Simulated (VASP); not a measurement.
# TePb (P6_3mc) in VASP: a series of runs

TePb is run at these levels: r2SCAN; tasks: single point.

Everything below comes from runs of VASP 6.6.1. Logs are shortened: lines on timing, memory, paths and dates and some standing lists are left out, and cuts for length are marked.

## (1) The cell of the first run

It takes space group P6_3mc (No. 186, hexagonal). Conventional cell: a = 5.498 Å, b = 5.498 Å, c = 6.575 Å, α = 90.00°, β = 90.00°, γ = 120.00°. Within 4.2 Å of Pb (site symmetry 3m) lie 5 Te at 3.17 to 3.29 Å. Within 4.2 Å of Te (site symmetry 3m) lie 5 Pb at 3.17 to 3.29 Å.

## (2) Single point, r2SCAN

POSCAR

```
TePb
1.0
    5.4984073724      0.0000000000      0.0000000000
   -2.7492036862      4.7617604648      0.0000000000
    0.0000000000      0.0000000000      6.5753564412
Pb Te
2 2
Direct
    0.3333333333      0.6666666667     -0.0620409686
    0.6666666667      0.3333333333      0.4379590314
    0.3333333333      0.6666666667      0.4370409686
    0.6666666667      0.3333333333      0.9370409686
```

INCAR.step1

```
ALGO = Normal
EDIFF = 1E-4
ENCUT = 520
GGA = PE
ISMEAR = 0
LASPH = True
LCHARG = False
LREAL = False
LWAVE = True
NBANDS = 28
NELM = 100
PREC = Accurate
SIGMA = 0.01
```

INCAR.step2

```
ALGO = Normal
EDIFF = 1E-7
ENCUT = 520
ISIF = 2
ISMEAR = 0
ISTART = 1
LASPH = True
LCHARG = False
LMIXTAU = True
LREAL = False
LWAVE = False
METAGGA = R2SCAN
NBANDS = 28
NELM = 100
PREC = Accurate
SIGMA = 0.01
```

KPOINTS

```
k-points
0
Gamma
  6 6 4
```

Potentials or basis: VASP PAW PBE potentials, release 64 (Pb_d, Te).

Started as:

```bash
> cat potpaw_PBE.64/Pb_d/POTCAR potpaw_PBE.64/Te/POTCAR > POTCAR
> cp INCAR.step1 INCAR
> mpirun -np 1 vasp_std > vasp.out
> cp INCAR.step2 INCAR
> mpirun -np 1 vasp_std > vasp.out
```

OUTCAR:

```text
EDIFF = 1E-7
   ENCUT = 520
   ISIF = 2
   ISMEAR = 0
   ISTART = 1
   LASPH = True
   LREAL = False
   METAGGA = R2SCAN
   NELM = 100
   PREC = Accurate

 ion  position               nearest neighbor table
   1  0.333  0.667  0.938-   4 3.17   4 3.17   4 3.17   3 3.28   3 3.29
   2  0.667  0.333  0.438-   3 3.17   3 3.17   3 3.17   4 3.28   4 3.29
   3  0.333  0.667  0.437-   2 3.17   2 3.17   2 3.17   1 3.28   1 3.29
   4  0.667  0.333  0.937-   1 3.17   1 3.17   1 3.17   2 3.28   2 3.29

  LATTYP: Found a hexagonal cell.
 ALAT       =     5.4984073724
 C/A-ratio  =     1.1958656381

  Lattice vectors:

 A1 = (   5.4984073724,   0.0000000000,   0.0000000000)
 A2 = (  -2.7492036862,   4.7617604648,   0.0000000000)
 A3 = (   0.0000000000,   0.0000000000,   6.5753564412)

Analysis of symmetry for initial positions (statically):
=====================================================================
 Subroutine PRICEL returns:
 Original cell was already a primitive cell.

 Routine SETGRP: Setting up the symmetry group for a
 hexagonal supercell.

 Subroutine GETGRP returns: Found 12 space group operations
 (whereof  6 operations were pure point group operations)
 out of a pool of 24 trial point group operations.

The static configuration has the point symmetry C_3v.
 The point group associated with its full space group is C_6v.

Analysis of symmetry for dynamics (positions and initial velocities):
=====================================================================
 Subroutine PRICEL returns:
 Original cell was already a primitive cell.

 Routine SETGRP: Setting up the symmetry group for a
 hexagonal supercell.

 Subroutine GETGRP returns: Found 12 space group operations
 (whereof  6 operations were pure point group operations)
 out of a pool of 24 trial point group operations.

The dynamic configuration has the point symmetry C_3v.
 The point group associated with its full space group is C_6v.

 Subroutine INISYM returns: Found 12 space group operations
 (whereof  6 operations are pure point group operations),
 and found     1 'primitive' translations

----------------------------------------------------------------------------------------

                                     Primitive cell

  volume of cell :     172.1566

  direct lattice vectors                    reciprocal lattice vectors
     5.498407372  0.000000000  0.000000000     0.181870846  0.105003182  0.000000000
    -2.749203686  4.761760465  0.000000000     0.000000000  0.210006364  0.000000000
     0.000000000  0.000000000  6.575356441     0.000000000  0.000000000  0.152083010

  length of vectors
     5.498407372  5.498407372  6.575356441     0.210006364  0.210006364  0.152083010

  position of ions in fractional coordinates (direct lattice)
     0.333333333  0.666666667  0.937959031
     0.666666667  0.333333333  0.437959031
     0.333333333  0.666666667  0.437040969
     0.666666667  0.333333333  0.937040969

  ion indices of the primitive-cell ions
   primitive index   ion index
                 1           1
                 2           2
                 3           3
                 4           4

----------------------------------------------------------------------------------------

 KPOINTS: k-points

Automatic generation of k-mesh.
 Grid dimensions read from file:
 generate k-points for:    6    6    4

 Generating k-lattice:

  Cartesian coordinates                     Fractional coordinates (reciprocal lattice)
     0.030311808  0.017500530  0.000000000     0.166666667  0.000000000  0.000000000
     0.000000000  0.035001061  0.000000000     0.000000000  0.166666667  0.000000000
     0.000000000  0.000000000  0.038020753     0.000000000  0.000000000  0.250000000

  Length of vectors
     0.035001061  0.035001061  0.038020753

  Shift w.r.t. Gamma in fractional coordinates (k-lattice)
     0.000000000  0.000000000  0.000000000

 Subroutine IBZKPT returns following result:
 ===========================================

 Found     21 irreducible k-points:

 Following reciprocal coordinates:
            Coordinates               Weight
  0.000000  0.000000  0.000000      1.000000
  0.166667  0.000000  0.000000      6.000000
  0.333333  0.000000  0.000000      6.000000
  0.500000  0.000000  0.000000      3.000000
  0.166667  0.166667  0.000000      6.000000
  0.333333  0.166667  0.000000     12.000000
[... 13 lines left out ...]
  0.333333  0.166667  0.500000     12.000000
  0.333333  0.333333  0.500000      2.000000
   k-points           NKPTS =     21   k-points in BZ     NKDIM =     21   number of bands    NBANDS=     28
   number of dos      NEDOS =    301   number of ions     NIONS =      4
   total plane-waves  NPLWV =  88200
   dimension x,y,z NGX =    42 NGY =   42 NGZ =   50
   dimension x,y,z NGXF=    84 NGYF=   84 NGZF=  100
   ions per type =               2   2
   NGX,Y,Z   is equivalent  to a cutoff of  12.70, 12.70, 12.64 a.u.
   NGXF,Y,Z  is equivalent  to a cutoff of  25.40, 25.40, 25.28 a.u.
 SYSTEM =  unknown system
   PREC   = accura    normal or accurate (medium, high low for compatibility)
   ISTART =      1    job   : 0-new  1-cont  2-samecut
   ICHARG =      0    charge: 1-file 2-atom 10-const
   ISPIN  =      1    spin polarized calculation?
   LNONCOLLINEAR =      F non collinear calculations
   LSORBIT =      F    spin-orbit coupling
   LASPH  =      T    aspherical Exc in radial PAW
   ENCUT  =  520.0 eV  38.22 Ry    6.18 a.u.  10.22 10.22 12.23*2*pi/ulx,y,z
   NELM   =    100;   NELMIN=  2; NELMDL=  0     # of ELM steps
   EDIFF  = 0.1E-06   stopping-criterion for ELM
   LREAL  =      F    real-space projection
   EDIFFG = 0.1E-05   stopping-criterion for IOM
   NSW    =      0    number of steps for IOM
   IBRION =     -1    ionic relax: 0-MD 1-quasi-New 2-CG
   NFREE  =      0    steps in history (QN), initial steepest desc. (CG)
   ISIF   =      2    stress and relaxation
   ISYM   =      2    0-nonsym 1-usesym 2-fastsym
   POTIM  = 0.5000    time-step for ionic-motion
   TEBEG  =    0.0;   TEEND  =   0.0 temperature during run
   PSTRESS=    0.0 pullay stress
   NELECT =      40.0000    total number of electrons
   NUPDOWN=      -1.0000    fix difference up-down
   EMIN   =  10.00;   EMAX   =-10.00  energy-range for DOS
   EFERMI =   0.00;   METHOD = LEGACY
   ISMEAR =     0;   SIGMA  =   0.01  broadening in eV -4-tet -1-fermi 0-gaus
   EFERMI_NEDOS =   21; number of points for ismear=-14 and -15
   IALGO  =     38    algorithm
   IMIX   =      4    mixing-type and parameters
     AMIX     =   0.40;   BMIX     =  1.00
     AMIX_MAG =   1.60;   BMIX_MAG =  1.00
  volume/ion in A,a.u.               =      43.04       290.44
  Fermi-wavevector in a.u.,A,eV,Ry     =   1.006438  1.901892 13.781571  1.012917
  Thomas-Fermi vector in A             =   2.139180
   LORBIT       =      0    0 simple, 1 ext, 2 COOP (PROOUT), +10 PAW based schemes
   METAGGA = R2SCAN    functional components
   LHFCALC =     F    Hartree Fock is set to
   AEXX    =    0.0000 exact exchange contribution
   IVDW    =     0    specifies the selected vdW correction
   LEPSILON=     F    determine dielectric tensor
   LRPA    =     F    only Hartree local field effects (RPA)
 non-spin polarized calculation
 Gauss-broadening in eV      SIGMA  =   0.01
  energy-cutoff  :      520.00
  volume of cell :      172.16
 maximum number of plane-waves:      4659
 NGX is ok and might be reduce to    42
   NGX = 21   NGY = 21   NGZ = 25

 number of electron      40.0000006 magnetization

 Free energy of the ion-electron system (eV)
  ---------------------------------------------------
  ext. energy  EPLUGINS =         0.00000000
  ---------------------------------------------------
  free energy    TOTEN  =      -164.91146208 eV

  energy without entropy =     -164.91146208  energy(sigma->0) =     -164.91146208

 E-fermi :   3.4691     XC(G=0):  -8.4498

 val. band max:        3.3683550056   @ k =   0.3333   0.3333   0.5000
 cond. band min:       4.7516463644   @ k =   0.3333   0.3333   0.5000
 fundamental gap:      1.3832913588
 Fermi energy:         3.4690962333

 k-point     1 :       0.0000    0.0000    0.0000
  band No.  band energies     occupation
      1     -14.1113      2.00000
      2     -14.0718      2.00000
      3     -14.0718      2.00000
      4     -14.0710      2.00000
      5     -14.0710      2.00000
      6     -14.0616      2.00000
[... 20 lines left out ...]
     27       9.3090      0.00000
     28       9.3090      0.00000

 k-point     2 :       0.1667    0.0000    0.0000
  band No.  band energies     occupation
      1     -14.1104      2.00000
      2     -14.0750      2.00000
      3     -14.0713      2.00000
      4     -14.0695      2.00000
      5     -14.0687      2.00000
      6     -14.0605      2.00000
[... 20 lines left out ...]
     27       9.0101      0.00000
     28       9.1211      0.00000

 k-point     3 :       0.3333    0.0000    0.0000
  band No.  band energies     occupation
      1     -14.1078      2.00000
      2     -14.0823      2.00000
      3     -14.0693      2.00000
      4     -14.0649      2.00000
      5     -14.0649      2.00000
      6     -14.0598      2.00000
[... 20 lines left out ...]
     27       8.6657      0.00000
     28       9.4669      0.00000

 k-point     4 :       0.5000    0.0000    0.0000
  band No.  band energies     occupation
      1     -14.1058      2.00000
      2     -14.0865      2.00000
      3     -14.0683      2.00000
      4     -14.0632      2.00000
      5     -14.0616      2.00000
      6     -14.0604      2.00000
[... 485 lines left out ...]
     27      10.0652      0.00000
     28      10.0652      0.00000

 k-point    20 :       0.3333    0.1667    0.5000
  band No.  band energies     occupation
      1     -14.0808      2.00000
      2     -14.0808      2.00000
      3     -14.0730      2.00000
      4     -14.0730      2.00000
      5     -14.0675      2.00000
      6     -14.0675      2.00000
[... 20 lines left out ...]
     27       9.2860      0.00000
     28       9.2860      0.00000

 k-point    21 :       0.3333    0.3333    0.5000
  band No.  band energies     occupation
      1     -14.0787      2.00000
      2     -14.0787      2.00000
      3     -14.0750      2.00000
      4     -14.0750      2.00000
      5     -14.0664      2.00000
      6     -14.0664      2.00000
[... 20 lines left out ...]
     27       9.1186      0.00000
     28       9.1186      0.00000

------------------------ aborting loop because EDIFF is reached ----------------------------------------

  FORCE on cell =-STRESS in cart. coord.  units (eV):
  Direction    XX          YY          ZZ          XY          YZ          ZX
  --------------------------------------------------------------------------------------
  -------------------------------------------------------------------------------------
  Total       -0.0108672     -0.0108672     -0.0190497      0.0000000      0.0000000     -0.0000000
  in kB       -0.1011360     -0.1011360     -0.1772862      0.0000000      0.0000000     -0.0000000
  external PRESSURE =      -0.1265194 kB  Pullay stress =       0.0000000 kB

 VOLUME and BASIS-vectors are now :
 -----------------------------------------------------------------------------
  energy-cutoff  :      520.00
  volume of cell :      172.16
      direct lattice vectors                 reciprocal lattice vectors
     5.498407372  0.000000000  0.000000000     0.181870846  0.105003182  0.000000000
    -2.749203686  4.761760465  0.000000000     0.000000000  0.210006364  0.000000000
     0.000000000  0.000000000  6.575356441     0.000000000  0.000000000  0.152083010

 POSITION                                       TOTAL-FORCE (eV/Angst)
 -----------------------------------------------------------------------------------
     -0.00000      3.17451      6.16741         0.000000      0.000000     -0.000433
      2.74920      1.58725      2.87974        -0.000000     -0.000000     -0.000433
     -0.00000      3.17451      2.87370         0.000000      0.000000      0.000433
      2.74920      1.58725      6.16138         0.000000      0.000000      0.000433
 -----------------------------------------------------------------------------------
    total drift:                               -0.000000      0.000000     -0.000397

  FREE ENERGIE OF THE ION-ELECTRON SYSTEM (eV)
  ---------------------------------------------------
  free  energy   TOTEN  =      -164.9114620751 eV

  energy  without entropy=     -164.9114620751  energy(sigma->0) =     -164.91146208
```

Wall time 6.7 min (1 thread of Intel Xeon Platinum 8488C (Sapphire Rapids), shared host); peak memory 0.36 GiB.

Results:

```
Free energy            : -164.9115 eV
Pressure               : 0.0 GPa
Band gap on the k mesh : 1.38 eV, direct
```

Levels at points of the mesh, in eV from the valence-band top:
| k point | band 16 | band 17 | band 18 | band 19 | band 20 | band 21 | band 22 | band 23 | band 24 | band 25 |
| --- | --- | --- | --- | --- | --- | --- | --- | --- | --- | --- |
| (0.00, 0.00, 0.00) | -2.78 | -2.78 | -1.49 | -1.48 | -1.48 | 1.49 | 1.49 | 3.10 | 3.10 | 4.33 |
| (0.50, 0.00, 0.00) | -3.39 | -2.57 | -2.00 | -1.90 | -0.43 | 2.59 | 3.70 | 3.71 | 4.30 | 5.13 |
| (0.00, 0.00, 0.50) | -2.17 | -2.17 | -2.17 | -1.22 | -1.22 | 1.99 | 1.99 | 1.99 | 1.99 | 2.57 |
| (0.50, 0.00, 0.50) | -2.74 | -1.46 | -1.46 | -0.63 | -0.63 | 1.50 | 1.50 | 2.95 | 2.95 | 4.18 |

Caveat: the PAW data sets were made with another functional, which shifts forces and pressure a little; spin-orbit coupling is left out, which moves the levels of the heavy elements.

## (3) Single point, r2SCAN (volume changed by +3%)

POSCAR

```
TePb
1.0
    5.5528505900      0.0000000000      0.0000000000
   -2.7764252950      4.8089096744      0.0000000000
    0.0000000000      0.0000000000      6.6404632145
Pb Te
2 2
Direct
    0.3333333333      0.6666666667     -0.0620409686
    0.6666666667      0.3333333333      0.4379590314
    0.3333333333      0.6666666667      0.4370409686
    0.6666666667      0.3333333333      0.9370409686
```

INCAR.step1

```
SYSTEM = TePb
PREC     = Accurate       ! precision mode
ENCUT    = 520            ! plane-wave cutoff, eV
ISMEAR   = 0              ! smearing method
SIGMA    = 0.01           ! smearing width, eV
LREAL    = .FALSE.        ! projectors in reciprocal space
LASPH    = .TRUE.         ! aspherical terms in the spheres
NELM     = 100            ! most SCF steps
NBANDS   = 28             ! bands
GGA      = PE             ! functional
ALGO     = Normal         ! electronic algorithm
EDIFF    = 1E-4           ! SCF threshold, eV
LWAVE    = .TRUE.         ! write WAVECAR
LCHARG   = .FALSE.        ! write CHGCAR
```

INCAR.step2

```
SYSTEM = TePb
PREC     = Accurate       ! precision mode
ENCUT    = 520            ! plane-wave cutoff, eV
EDIFF    = 1E-6           ! SCF threshold, eV
ISMEAR   = 0              ! smearing method
SIGMA    = 0.01           ! smearing width, eV
LREAL    = .FALSE.        ! projectors in reciprocal space
LASPH    = .TRUE.         ! aspherical terms in the spheres
NELM     = 100            ! most SCF steps
ALGO     = Normal         ! electronic algorithm
ISIF     = 2              ! what is computed and relaxed
LWAVE    = .FALSE.        ! write WAVECAR
LCHARG   = .FALSE.        ! write CHGCAR
METAGGA  = R2SCAN         ! meta-GGA
LMIXTAU  = .TRUE.       
NBANDS   = 28             ! bands
ISTART   = 1
```

KPOINTS

```
regular mesh
0
G
  6 6 4
  0 0 0
```

Potentials or basis: VASP PAW PBE potentials, release 64 (Pb_d, Te).

Started as:

```bash
> cat potpaw_PBE.64/Pb_d/POTCAR potpaw_PBE.64/Te/POTCAR > POTCAR
> cp INCAR.step1 INCAR
> mpirun -np 1 vasp_std > vasp.out
> cp INCAR.step2 INCAR
> mpirun -np 1 vasp_std > vasp.out
```

Wall time 4 min (1 thread of Intel Xeon Platinum 8488C (Sapphire Rapids), shared host); peak memory 0.36 GiB.

The run converged. Its results:

```
Free energy            : -164.8974 eV
Pressure               : -0.9 GPa
Band gap on the k mesh : 1.42 eV, direct
```

Levels at points of the mesh, in eV from the valence-band top:
```csv
k point,band 16,band 17,band 18,band 19,band 20,band 21,band 22,band 23,band 24,band 25
"(0.00, 0.00, 0.00)",-2.62,-2.62,-1.38,-1.38,-1.38,1.56,1.56,3.10,3.10,4.29
"(0.50, 0.00, 0.00)",-3.21,-2.42,-1.88,-1.78,-0.40,2.58,3.65,3.68,4.31,5.09
"(0.00, 0.00, 0.50)",-2.04,-2.04,-2.04,-1.14,-1.14,2.05,2.05,2.05,2.05,2.53
"(0.50, 0.00, 0.50)",-2.58,-1.35,-1.35,-0.59,-0.59,1.54,1.54,2.91,2.91,4.15
```

Caveat: the PAW data sets were made with another functional, which shifts forces and pressure a little; spin-orbit coupling is left out, which moves the levels of the heavy elements.

## (4) Single point, r2SCAN (volume changed by +6%)

POSCAR

```
TePb
1.0
    5.6062466598      0.0000000000      0.0000000000
   -2.8031233299      4.8551520273      0.0000000000
    0.0000000000      0.0000000000      6.7043177395
Pb Te
2 2
Direct
    0.3333333333      0.6666666667     -0.0620409686
    0.6666666667      0.3333333333      0.4379590314
    0.3333333333      0.6666666667      0.4370409686
    0.6666666667      0.3333333333      0.9370409686
```

INCAR.step1

```
SYSTEM = TePb
  PREC = Accurate
  ENCUT = 520
  ISMEAR = 0
  SIGMA = 0.01
  LREAL = .FALSE.
  LASPH = .TRUE.
  NELM = 60
  NBANDS = 28
  GGA = PE
  ALGO = Normal
  EDIFF = 1E-4
  LWAVE = .TRUE.
  LCHARG = .FALSE.
```

INCAR.step2

```
SYSTEM = TePb
  PREC = Accurate
  ENCUT = 520
  EDIFF = 1E-7
  ISMEAR = 0
  SIGMA = 0.01
  LREAL = .FALSE.
  LASPH = .TRUE.
  NELM = 60
  ALGO = Normal
  ISIF = 2
  LWAVE = .FALSE.
  LCHARG = .TRUE.
  METAGGA = R2SCAN
  LMIXTAU = .TRUE.
  LELF = .TRUE.
  LVHAR = .TRUE.
  NBANDS = 28
  ISTART = 1
```

KPOINTS

```
Automatic mesh
0
G
  6 6 4
  0 0 0
```

Started as:

```bash
> cat potpaw_PBE.64/Pb_d/POTCAR potpaw_PBE.64/Te/POTCAR > POTCAR
> cp INCAR.step1 INCAR
> mpirun -np 1 vasp_std > vasp.out
> cp INCAR.step2 INCAR
> mpirun -np 1 vasp_std > vasp.out
```

It took 6.4 min on 1 thread of Intel Xeon Platinum 8488C (Sapphire Rapids), shared host; peak memory 0.37 GiB.

It converged, with:

```yaml
Free_energy: -164.8569 eV
Pressure: -1.7 GPa
Largest_force: 0.003 eV/Å
Band_gap_on_the_k_mesh: 1.45 eV, direct
```

Forces in eV/Å, atoms in the order of the input:
```
Pb   0.000  0.000  0.003
Pb   0.000  0.000  0.003
Te   0.000  0.000 -0.003
Te   0.000  0.000 -0.003
```

Stress tensor (GPa, compression positive):
```
-1.62  0.00  0.00
 0.00 -1.62  0.00
 0.00  0.00 -1.73
```

Levels at points of the mesh, in eV from the valence-band top:
```
           k point  band 17  band 18  band 19  band 20  band 21  band 22  band 23  band 24
(0.00, 0.00, 0.00)    -2.48    -1.29    -1.29    -1.28     1.63     1.63     3.11     3.11
(0.50, 0.00, 0.00)    -2.27    -1.78    -1.67    -0.36     2.56     3.58     3.66     4.30
(0.00, 0.00, 0.50)    -1.92    -1.92    -1.06    -1.06     2.10     2.10     2.10     2.10
(0.50, 0.00, 0.50)    -1.25    -1.25    -0.55    -0.55     1.57     1.57     2.88     2.88
```

Caveat: the PAW data sets were made with another functional, which shifts forces and pressure a little; spin-orbit coupling is left out, which moves the levels of the heavy elements. A k mesh can miss the band edges.

## (5) Overview

| cell | gap on the mesh (eV) | pressure (GPa) |
| --- | --- | --- |
| a = 5.498, b = 5.498, c = 6.575 Å, angles 90.0, 90.0, 120.0°, 4 atoms | 1.38 | 0.0 |
| a = 5.553, b = 5.553, c = 6.640 Å, angles 90.0, 90.0, 120.0°, 4 atoms | 1.42 | -0.9 |
| a = 5.606, b = 5.606, c = 6.704 Å, angles 90.0, 90.0, 120.0°, 4 atoms | 1.45 | -1.7 |

Alike in all rows: task single point; level r2SCAN; potentials or basis VASP PAW PBE potentials, release 64 (Pb_d, Te); no spin polarisation; k mesh 6 × 6 × 4; cutoff (eV) 520; smearing gaussian 0.01 eV.

Caveats: the PAW data sets were made with another functional, which shifts forces and pressure a little; spin-orbit coupling is left out, which moves the levels of the heavy elements.

Total energies depend on the potentials used, so only differences within one code and one set of settings carry meaning.
